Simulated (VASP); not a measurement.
CdSe, 2 atoms in the cell. Symmetry: Fm-3m, No. 225, cubic system. The conventional cell has a = 5.686 Å, b = 5.686 Å, c = 5.686 Å, α = 90.00°, β = 90.00°, γ = 90.00°. Cd (site symmetry m-3m) has 6 Se at 2.84 Å within 3.7 Å. Se (site symmetry m-3m) has 6 Cd at 2.84 Å within 3.7 Å. 

- Program: VASP 6.6.1
- Task: single point
- Functional: HSE06
- Potentials or basis: VASP PAW PBE potentials, release 64 (Cd, Se)
- Cutoff: 520 eV
- k mesh: 4 × 4 × 4
- Occupations: fermi-dirac, width 0.02 eV
- Spin: no spin polarisation
- Dipole correction: no
- Grid for exact exchange (PRECFOCK): Normal
- Further INCAR settings: ALGO = Normal; EDIFF = 1e-06; NBANDS = 16
- Share of exact exchange: 0.25
- Screening parameter: 0.2079 1/Å

Potentials or basis: VASP PAW PBE potentials, release 64 (Cd, Se).

Run with:

```bash
$ cat potpaw_PBE.64/Cd/POTCAR potpaw_PBE.64/Se/POTCAR > POTCAR
$ cp INCAR.step1 INCAR
$ mpirun -np 1 vasp_std > vasp.out
$ cp INCAR.step2 INCAR
$ mpirun -np 1 vasp_std > vasp.out
```

Hardware: 1 thread of Intel(R) Xeon(R) 6975P-C (Granite Rapids), with other jobs on the host.

Q: How long does it take, and how much memory?

A: Wall time 3.6 min on 1 thread of Intel(R) Xeon(R) 6975P-C (Granite Rapids), with other jobs on the host, peak memory 0.28 GiB. Counts: k points 8.
